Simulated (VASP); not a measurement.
# Al2O3 (P-3m1) in VASP: further runs

Runs on Al2O3. Level: r2SCAN. Tasks: single point.

Everything below comes from runs of VASP 6.6.1. Logs are shortened: lines on timing, memory, paths and dates and some standing lists are left out, and cuts for length are marked.

## Step 1: The cell of the first run

It takes space group P-3m1 (No. 164, trigonal). Conventional cell: a = 2.776 Å, b = 2.776 Å, c = 6.969 Å, α = 90.00°, β = 90.00°, γ = 120.00°. Al (site symmetry 3m) has 4 O at 1.55 to 1.69 Å within 2.1 Å. Within 2.3 Å of O (site symmetry 3m) lie 3 Al at 1.69 Å. O (site symmetry -3m) has 2 Al at 1.55 Å within 2.1 Å.

## Step 2: Single point, r2SCAN (strain -0.080 along x and y, -0.080 along z)

The input, POSCAR:

```
Al2O3
1.0
    2.7760839405      0.0000000000      0.0000000000
   -1.3880419702      2.4041592155      0.0000000000
    0.0000000000      0.0000000000      6.9686651220
Al O
2 3
Direct
    0.0000000000      0.0000000000      0.2779510000
    0.0000000000      0.0000000000      0.7220490000
    0.3333333333      0.6666666667      0.1994540000
    0.6666666667      0.3333333333      0.8005460000
    0.0000000000      0.0000000000      0.5000000000
```

The input, INCAR.step1:

```
SYSTEM = Al2O3
  PREC = Accurate
  ENCUT = 520
  ISMEAR = 0
  SIGMA = 0.05
  LREAL = .FALSE.
  LASPH = .TRUE.
  NELM = 100
  NBANDS = 20
  GGA = PE
  ALGO = Normal
  EDIFF = 1E-4
  LWAVE = .TRUE.
  LCHARG = .FALSE.
```

The input, INCAR.step2:

```
SYSTEM = Al2O3
  PREC = Accurate
  ENCUT = 520
  EDIFF = 1E-7
  ISMEAR = 0
  SIGMA = 0.05
  LREAL = .FALSE.
  LASPH = .TRUE.
  NELM = 100
  ALGO = Normal
  ISIF = 2
  LWAVE = .FALSE.
  LCHARG = .TRUE.
  METAGGA = R2SCAN
  LMIXTAU = .TRUE.
  LELF = .TRUE.
  LVHAR = .TRUE.
  NBANDS = 20
  ISTART = 1
```

The input, KPOINTS:

```
regular mesh
0
G
  12 12 4
  0 0 0
```

Potentials or basis: VASP PAW PBE potentials, release 64 (Al, O).

Launch:

```sh
$ cat potpaw_PBE.64/Al/POTCAR potpaw_PBE.64/O/POTCAR > POTCAR
$ cp INCAR.step1 INCAR
$ mpirun -np 1 vasp_std > vasp.out
$ cp INCAR.step2 INCAR
$ mpirun -np 1 vasp_std > vasp.out
```

OUTCAR:

```text
SYSTEM = Al2O3
   PREC = Accurate
   ENCUT = 520
   EDIFF = 1E-7
   ISMEAR = 0
   LREAL = .FALSE.
   LASPH = .TRUE.
   NELM = 100
   ISIF = 2
   METAGGA = R2SCAN
   ISTART = 1

 ion  position               nearest neighbor table
   1  0.000  0.000  0.278-   5 1.55   3 1.69   3 1.69   3 1.69   2 3.09
   2  0.000  0.000  0.722-   5 1.55   4 1.69   4 1.69   4 1.69   1 3.09
   3  0.333  0.667  0.199-   1 1.69   1 1.69   1 1.69
   4  0.667  0.333  0.801-   2 1.69   2 1.69   2 1.69
   5  0.000  0.000  0.500-   1 1.55   2 1.55

  LATTYP: Found a hexagonal cell.
 ALAT       =     2.7760839405
 C/A-ratio  =     2.5102501478

  Lattice vectors:

 A1 = (   2.7760839405,   0.0000000000,   0.0000000000)
 A2 = (  -1.3880419702,   2.4041592155,   0.0000000000)
 A3 = (   0.0000000000,   0.0000000000,   6.9686651220)

Analysis of symmetry for initial positions (statically):
=====================================================================
 Subroutine PRICEL returns:
 Original cell was already a primitive cell.

 Routine SETGRP: Setting up the symmetry group for a
 hexagonal supercell.

 Subroutine GETGRP returns: Found 12 space group operations
 (whereof 12 operations were pure point group operations)
 out of a pool of 24 trial point group operations.

The static configuration has the point symmetry D_3d.

Analysis of symmetry for dynamics (positions and initial velocities):
=====================================================================
 Subroutine PRICEL returns:
 Original cell was already a primitive cell.

 Routine SETGRP: Setting up the symmetry group for a
 hexagonal supercell.

 Subroutine GETGRP returns: Found 12 space group operations
 (whereof 12 operations were pure point group operations)
 out of a pool of 24 trial point group operations.

The dynamic configuration has the point symmetry D_3d.

 Subroutine INISYM returns: Found 12 space group operations
 (whereof 12 operations are pure point group operations),
 and found     1 'primitive' translations

----------------------------------------------------------------------------------------

                                     Primitive cell

  volume of cell :      46.5099

  direct lattice vectors                    reciprocal lattice vectors
     2.776083940  0.000000000  0.000000000     0.360219655  0.207972915  0.000000000
[... 93 lines left out ...]
   LREAL  =      F    real-space projection
   EDIFFG = 0.1E-05   stopping-criterion for IOM
   NSW    =      0    number of steps for IOM
   IBRION =     -1    ionic relax: 0-MD 1-quasi-New 2-CG
   NFREE  =      0    steps in history (QN), initial steepest desc. (CG)
   ISIF   =      2    stress and relaxation
   ISYM   =      2    0-nonsym 1-usesym 2-fastsym
   POTIM  = 0.5000    time-step for ionic-motion
   TEBEG  =    0.0;   TEEND  =   0.0 temperature during run
   PSTRESS=    0.0 pullay stress
   NELECT =      24.0000    total number of electrons
   NUPDOWN=      -1.0000    fix difference up-down
   EMIN   =  10.00;   EMAX   =-10.00  energy-range for DOS
   EFERMI =   0.00;   METHOD = LEGACY
   ISMEAR =     0;   SIGMA  =   0.05  broadening in eV -4-tet -1-fermi 0-gaus
   EFERMI_NEDOS =   21; number of points for ismear=-14 and -15
   IALGO  =     38    algorithm
   IMIX   =      4    mixing-type and parameters
     AMIX     =   0.40;   BMIX     =  1.00
     AMIX_MAG =   1.60;   BMIX_MAG =  1.00
  volume/ion in A,a.u.               =       9.30        62.77
  Fermi-wavevector in a.u.,A,eV,Ry     =   1.313097  2.481393 23.459484  1.724223
  Thomas-Fermi vector in A             =   2.443443
   LORBIT       =      0    0 simple, 1 ext, 2 COOP (PROOUT), +10 PAW based schemes
   METAGGA = R2SCAN    functional components
   LHFCALC =     F    Hartree Fock is set to
   AEXX    =    0.0000 exact exchange contribution
   IVDW    =     0    specifies the selected vdW correction
   LEPSILON=     F    determine dielectric tensor
   LRPA    =     F    only Hartree local field effects (RPA)
 non-spin polarized calculation
 Gauss-broadening in eV      SIGMA  =   0.05
  energy-cutoff  :      520.00
  volume of cell :       46.51
 maximum number of plane-waves:      1263
 NGX is ok and might be reduce to    24
   NGX = 11   NGY = 11   NGZ = 25

 number of electron      24.0000000 magnetization

 Free energy of the ion-electron system (eV)
  ---------------------------------------------------
  ext. energy  EPLUGINS =         0.00000000
  ---------------------------------------------------
  free energy    TOTEN  =       -44.84789743 eV

  energy without entropy =      -44.84789743  energy(sigma->0) =      -44.84789743

 E-fermi :   6.0075     XC(G=0): -11.3549

 val. band max:        5.6780957393   @ k =   0.0000   0.0000   0.0000
 cond. band min:      10.6301857926   @ k =   0.0000   0.0000   0.0000
 fundamental gap:      4.9520900533
 Fermi energy:         6.0074528916

 k-point     1 :       0.0000    0.0000    0.0000
  band No.  band energies     occupation
      1     -16.3098      2.00000
      2     -15.9603      2.00000
      3     -13.0046      2.00000
      4      -0.8796      2.00000
      5       0.1074      2.00000
      6       1.4952      2.00000
[... 541 lines left out ...]
     19      21.5383      0.00000
     20      22.1007      0.00000

 [... further k-points ...]

------------------------ aborting loop because EDIFF is reached ----------------------------------------

  FORCE on cell =-STRESS in cart. coord.  units (eV):
  Direction    XX          YY          ZZ          XY          YZ          ZX
  --------------------------------------------------------------------------------------
  -------------------------------------------------------------------------------------
  Total       16.0047086     16.0047086     20.7428761      0.0000000      0.0000000      0.0000000
  in kB      551.3316685    551.3316685    714.5524986      0.0000000      0.0000000      0.0000000
  external PRESSURE =     605.7386119 kB  Pullay stress =       0.0000000 kB

 VOLUME and BASIS-vectors are now :
 -----------------------------------------------------------------------------
  energy-cutoff  :      520.00
  volume of cell :       46.51
      direct lattice vectors                 reciprocal lattice vectors
     2.776083940  0.000000000  0.000000000     0.360219655  0.207972915  0.000000000
    -1.388041970  2.404159216  0.000000000     0.000000000  0.415945830  0.000000000
     0.000000000  0.000000000  6.968665122     0.000000000  0.000000000  0.143499506

 POSITION                                       TOTAL-FORCE (eV/Angst)
 -----------------------------------------------------------------------------------
      0.00000      0.00000      1.93695        -0.000000      0.000000     -3.093462
      0.00000      0.00000      5.03172        -0.000000     -0.000000      3.093462
     -0.00000      1.60277      1.38993         0.000000     -0.000000     -2.459178
      1.38804      0.80139      5.57874         0.000000      0.000000      2.459178
      0.00000      0.00000      3.48433         0.000000      0.000000      0.000000
 -----------------------------------------------------------------------------------
    total drift:                                0.000000      0.000000     -0.000000

  FREE ENERGIE OF THE ION-ELECTRON SYSTEM (eV)
  ---------------------------------------------------
  free  energy   TOTEN  =       -44.8478974256 eV

  energy  without entropy=      -44.8478974256  energy(sigma->0) =      -44.84789743
```

It took 3.5 min on 1 thread of Intel Xeon Platinum 8375C at 2.90GHz (Ice Lake), shared host; peak memory 0.2 GiB.

Results:

```yaml
Free_energy: -44.8479 eV
Pressure: 60.6 GPa
Largest_force: 3.093 eV/Å
Band_gap_on_the_k_mesh: 4.95 eV
```

Forces in eV/Å, atoms in the order of the input:
```
Al   0.000  0.000 -3.093
Al   0.000  0.000  3.093
O    0.000  0.000 -2.459
O    0.000  0.000  2.459
O    0.000  0.000  0.000
```

Stress tensor (GPa, compression positive):
```
55.13  0.00  0.00
 0.00 55.13  0.00
 0.00  0.00 71.46
```

Levels at points of the mesh, in eV from the valence-band top:
```csv
k point,band 8,band 9,band 10,band 11,band 12,band 13,band 14,band 15,band 16,band 17
"(0.00, 0.00, 0.00)",-4.15,-4.15,-2.65,0.00,0.00,4.95,7.44,9.90,13.28,13.66
"(0.50, 0.00, 0.00)",-4.79,-3.97,-3.67,-2.26,-0.72,5.90,8.40,10.56,12.10,12.38
"(0.00, 0.00, 0.50)",-4.15,-4.15,-3.61,0.00,0.00,5.86,6.39,10.98,11.28,15.34
"(0.50, 0.00, 0.50)",-4.84,-4.03,-3.96,-2.12,-0.71,6.68,7.26,10.97,11.06,13.75
```

Caveat: the cell differs from its parent crystal (strain -0.080 along x and y, -0.080 along z); the cell stands under pressure; the PAW data sets were made with another functional, which shifts forces and pressure a little.

## Step 3: Single point, r2SCAN (strain -0.080 along x and y, -0.040 along z)

POSCAR, as its differences from that of step 2:

```diff
@@ -4,3 +4,3 @@
    -1.3880419702      2.4041592155      0.0000000000
-    0.0000000000      0.0000000000      6.9686651220
+    0.0000000000      0.0000000000      7.2716505621
 Al O
```

The input, INCAR.step1:

```
PREC     = Accurate       # precision mode
ENCUT    = 520            # plane-wave cutoff, eV
ISMEAR   = 0              # smearing method
SIGMA    = 0.05           # smearing width, eV
LREAL    = False          # projectors in reciprocal space
LASPH    = True           # aspherical terms in the spheres
NELM     = 80             # most SCF steps
NBANDS   = 20             # bands
GGA      = PE             # functional
ALGO     = Normal         # electronic algorithm
EDIFF    = 1E-4           # SCF threshold, eV
LWAVE    = True           # write WAVECAR
LCHARG   = False          # write CHGCAR
```

The input, INCAR.step2:

```
PREC     = Accurate       # precision mode
ENCUT    = 520            # plane-wave cutoff, eV
EDIFF    = 1E-6           # SCF threshold, eV
ISMEAR   = 0              # smearing method
SIGMA    = 0.05           # smearing width, eV
LREAL    = False          # projectors in reciprocal space
LASPH    = True           # aspherical terms in the spheres
NELM     = 80             # most SCF steps
ALGO     = Normal         # electronic algorithm
ISIF     = 2              # what is computed and relaxed
LWAVE    = False          # write WAVECAR
LCHARG   = False          # write CHGCAR
METAGGA  = R2SCAN         # meta-GGA
LMIXTAU  = True         
NBANDS   = 20             # bands
ISTART   = 1
```

The input, KPOINTS:

```
Automatic mesh
0
Gamma
  12 12 4
```

Potentials or basis: VASP PAW PBE potentials, release 64 (Al, O).

Launch:

```sh
$ cat potpaw_PBE.64/Al/POTCAR potpaw_PBE.64/O/POTCAR > POTCAR
$ cp INCAR.step1 INCAR
$ mpirun -np 1 vasp_std > vasp.out
$ cp INCAR.step2 INCAR
$ mpirun -np 1 vasp_std > vasp.out
```

OUTCAR:

```text
PREC = Accurate
   ENCUT = 520
   EDIFF = 1E-6
   ISMEAR = 0
   LREAL = False
   LASPH = True
   NELM = 80
   ISIF = 2
   METAGGA = R2SCAN
   ISTART = 1

 ion  position               nearest neighbor table
   1  0.000  0.000  0.278-   5 1.61   3 1.70   3 1.70   3 1.70   2 3.23
   2  0.000  0.000  0.722-   5 1.61   4 1.70   4 1.70   4 1.70   1 3.23
   3  0.333  0.667  0.199-   1 1.70   1 1.70   1 1.70
   4  0.667  0.333  0.801-   2 1.70   2 1.70   2 1.70
   5  0.000  0.000  0.500-   1 1.61   2 1.61

  LATTYP: Found a hexagonal cell.
 ALAT       =     2.7760839405
 C/A-ratio  =     2.6193914586

  Lattice vectors:

 A1 = (   2.7760839405,   0.0000000000,   0.0000000000)
 A2 = (  -1.3880419702,   2.4041592155,   0.0000000000)
 A3 = (   0.0000000000,   0.0000000000,   7.2716505621)

Analysis of symmetry for initial positions (statically):
=====================================================================
 Subroutine PRICEL returns:
 Original cell was already a primitive cell.

 Routine SETGRP: Setting up the symmetry group for a
 hexagonal supercell.

 Subroutine GETGRP returns: Found 12 space group operations
 (whereof 12 operations were pure point group operations)
 out of a pool of 24 trial point group operations.

The static configuration has the point symmetry D_3d.

Analysis of symmetry for dynamics (positions and initial velocities):
=====================================================================
 Subroutine PRICEL returns:
 Original cell was already a primitive cell.

 Routine SETGRP: Setting up the symmetry group for a
 hexagonal supercell.

 Subroutine GETGRP returns: Found 12 space group operations
 (whereof 12 operations were pure point group operations)
 out of a pool of 24 trial point group operations.

The dynamic configuration has the point symmetry D_3d.

 Subroutine INISYM returns: Found 12 space group operations
[... 121 lines left out ...]
   IMIX   =      4    mixing-type and parameters
     AMIX     =   0.40;   BMIX     =  1.00
     AMIX_MAG =   1.60;   BMIX_MAG =  1.00
  volume/ion in A,a.u.               =       9.71        65.50
  Fermi-wavevector in a.u.,A,eV,Ry     =   1.294600  2.446439 22.803221  1.675989
  Thomas-Fermi vector in A             =   2.426173
   LORBIT       =      0    0 simple, 1 ext, 2 COOP (PROOUT), +10 PAW based schemes
   METAGGA = R2SCAN    functional components
   LHFCALC =     F    Hartree Fock is set to
   AEXX    =    0.0000 exact exchange contribution
   IVDW    =     0    specifies the selected vdW correction
   LEPSILON=     F    determine dielectric tensor
   LRPA    =     F    only Hartree local field effects (RPA)
 non-spin polarized calculation
 Gauss-broadening in eV      SIGMA  =   0.05
  energy-cutoff  :      520.00
  volume of cell :       48.53
 maximum number of plane-waves:      1322
 NGX is ok and might be reduce to    24
   NGX = 11   NGY = 11   NGZ = 27

 number of electron      24.0000008 magnetization

 Free energy of the ion-electron system (eV)
  ---------------------------------------------------
  ext. energy  EPLUGINS =         0.00000000
  ---------------------------------------------------
  free energy    TOTEN  =       -45.47176690 eV

  energy without entropy =      -45.47176690  energy(sigma->0) =      -45.47176690

 E-fermi :   6.0326     XC(G=0): -11.1289

 val. band max:        5.8223485852   @ k =   0.0000   0.0000   0.0000
 cond. band min:       9.8862826617   @ k =   0.0000   0.0000   0.0000
 fundamental gap:      4.0639340765
 Fermi energy:         6.0326139062

 k-point     1 :       0.0000    0.0000    0.0000
  band No.  band energies     occupation
      1     -16.7375      2.00000
      2     -16.5040      2.00000
      3     -12.9856      2.00000
      4      -1.2851      2.00000
      5      -0.3772      2.00000
      6       1.0155      2.00000
[... 541 lines left out ...]
     19      20.5143      0.00000
     20      21.5233      0.00000

 [... further k-points ...]

------------------------ aborting loop because EDIFF is reached ----------------------------------------

  FORCE on cell =-STRESS in cart. coord.  units (eV):
  Direction    XX          YY          ZZ          XY          YZ          ZX
  --------------------------------------------------------------------------------------
  -------------------------------------------------------------------------------------
  Total       15.3445816     15.3445816      8.8220915      0.0000000      0.0000000     -0.0000000
  in kB      506.5669064    506.5669064    291.2415405      0.0000000      0.0000000     -0.0000000
  external PRESSURE =     434.7917844 kB  Pullay stress =       0.0000000 kB

 VOLUME and BASIS-vectors are now :
 -----------------------------------------------------------------------------
  energy-cutoff  :      520.00
  volume of cell :       48.53
      direct lattice vectors                 reciprocal lattice vectors
     2.776083940  0.000000000  0.000000000     0.360219655  0.207972915  0.000000000
    -1.388041970  2.404159216  0.000000000     0.000000000  0.415945830  0.000000000
     0.000000000  0.000000000  7.271650562     0.000000000  0.000000000  0.137520360

 POSITION                                       TOTAL-FORCE (eV/Angst)
 -----------------------------------------------------------------------------------
      0.00000      0.00000      2.02116        -0.000000      0.000000      0.083904
      0.00000      0.00000      5.25049         0.000000     -0.000000     -0.083904
     -0.00000      1.60277      1.45036         0.000000     -0.000000     -1.995549
      1.38804      0.80139      5.82129         0.000000      0.000000      1.995549
      0.00000      0.00000      3.63583         0.000000      0.000000      0.000000
 -----------------------------------------------------------------------------------
    total drift:                                0.000000      0.000000      0.000000

  FREE ENERGIE OF THE ION-ELECTRON SYSTEM (eV)
  ---------------------------------------------------
  free  energy   TOTEN  =       -45.4717668954 eV

  energy  without entropy=      -45.4717668954  energy(sigma->0) =      -45.47176690
```

Run time: 2.7 min. Hardware: 1 thread of Intel Xeon Platinum 8375C at 2.90GHz (Ice Lake), shared host; peak memory 0.2 GiB.

What came out:

```yaml
Free_energy: -45.4718 eV
Pressure: 43.5 GPa
Largest_force: 1.996 eV/Å
Band_gap_on_the_k_mesh: 4.06 eV
```

Forces on the atoms (eV/Å):
```
Al   0.000  0.000  0.084
Al   0.000  0.000 -0.084
O    0.000  0.000 -1.996
O    0.000  0.000  1.996
O    0.000  0.000  0.000
```

Caveat: the cell differs from its parent crystal (strain -0.080 along x and y, -0.040 along z); the cell stands under pressure; the PAW data sets were made with another functional, which shifts forces and pressure a little.

[end of part 1 of 2]
